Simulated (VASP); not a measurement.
A run of VASP 6.6.1:

Contents of POSCAR:

```
SnSe
1.0
    0.0000000000      3.0021131538      3.0021131538
    2.9477749057      0.0000000000      3.0021131538
    2.9477749057      3.0021131538      0.0000000000
Sn Se
1 1
Direct
    0.0000000000      0.0000000000      0.0000000000
    0.5000000000      0.5000000000      0.5000000000
```

File INCAR.step1:

```
  PREC = Accurate
  ENCUT = 520
  ISMEAR = 0
  SIGMA = 0.01
  LREAL = False
  LASPH = True
  NELM = 100
  NBANDS = 17
  GGA = PE
  ALGO = Normal
  EDIFF = 1E-4
  LWAVE = True
  LCHARG = False
```

File INCAR.step2:

```
  PREC = Accurate
  ENCUT = 520
  EDIFF = 1E-6
  ISMEAR = 0
  SIGMA = 0.01
  LREAL = False
  LASPH = True
  NELM = 100
  ALGO = Normal
  ISIF = 2
  LWAVE = False
  LCHARG = True
  METAGGA = R2SCAN
  LMIXTAU = True
  LELF = True
  LVHAR = True
  NBANDS = 17
  ISTART = 1
```

The input KPOINTS:

```
Automatic mesh
0
Gamma
  8 8 8
```

Potentials or basis: VASP PAW PBE potentials, release 64 (Sn_d, Se).

Launch:

```console
$ cat potpaw_PBE.64/Sn_d/POTCAR potpaw_PBE.64/Se/POTCAR > POTCAR
$ cp INCAR.step1 INCAR
$ mpirun -np 1 vasp_std > vasp.out
$ cp INCAR.step2 INCAR
$ mpirun -np 1 vasp_std > vasp.out
```

Hardware: 1 thread of Intel(R) Xeon(R) 6975P-C (Granite Rapids) (shared host).

Task: How long does it take, and how much memory?

Result: Wall time 71 s on 1 thread of Intel(R) Xeon(R) 6975P-C (Granite Rapids), on a shared host, peak memory 0.21 GiB. Counts: k points 59.
